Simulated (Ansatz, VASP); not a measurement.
## One calculation of ZrS, two programs

Contents of POSCAR:

```
ZrS
1.0
    0.0000000000      2.6250000000      2.6250000000
    2.6250000000      0.0000000000      2.6250000000
    2.6250000000      2.6250000000      0.0000000000
Zr S
1 1
Direct
    0.0000000000      0.0000000000      0.0000000000
    0.5000000000      0.5000000000      0.5000000000
```

File INCAR.step1:

```
  PREC = Accurate
  ENCUT = 520
  ISMEAR = 1
  SIGMA = 0.01
  LREAL = False
  LASPH = True
  NELM = 60
  NBANDS = 16
  GGA = PE
  ALGO = Normal
  EDIFF = 1E-4
  LWAVE = True
  LCHARG = False
```

Contents of INCAR.step2:

```
  PREC = Accurate
  ENCUT = 520
  EDIFF = 1E-6
  ISMEAR = 1
  SIGMA = 0.01
  LREAL = False
  LASPH = True
  NELM = 60
  ALGO = Normal
  ISIF = 2
  LWAVE = False
  LCHARG = False
  METAGGA = R2SCAN
  LMIXTAU = True
  NBANDS = 16
  ISTART = 1
```

File KPOINTS:

```
Automatic mesh
0
Gamma
  14 14 14
```

Input for Ansatz:

```yaml
crystal:
  lattice:
    - [0.0, 2.625, 2.625]
    - [2.625, 0.0, 2.625]
    - [2.625, 2.625, 0.0]
  atoms:
    - { symbol: Zr, position: [0.0, 0.0, 0.0] }
    - { symbol: S, position: [0.5, 0.5, 0.5] }
basis:
  ecutwfc: 500
kpoints:
  mp_grid: { grid: [14, 14, 14] }
hamiltonian:
  xc: r2scan
scf:
  occupations: { method: methfessel_paxton, width: 0.01 }
output:
  forces: true
  stress: true
  eigenvalues: true
```

Alike in both runs: task single point; functional r2SCAN; k mesh 14 × 14 × 14; occupations methfessel-paxton of order 1, width 0.01 eV; no spin polarisation.

|  | VASP | Ansatz |
| --- | --- | --- |
| version | VASP 6.6.1 | Ansatz 0.2.0 |
| potentials or method | VASP PAW PBE potentials, release 64 (Zr_sv, S), cutoff 520 eV | scalar-relativistic, plane waves, PAW |
| valence electrons in the cell | 18 | 18 |

```tsv
	VASP	Ansatz	Ansatz less VASP
gap on the k mesh at the Fermi level (eV)	none	none	-
pressure (GPa)	-2.0	-2.0	+0.01
```

VASP's potentials were made for PBE, not for r2SCAN. A gap of «none» marks a metal or a gap that the smearing closes. With one functional, cell and mesh, what is left measures potentials, basis and numerics.
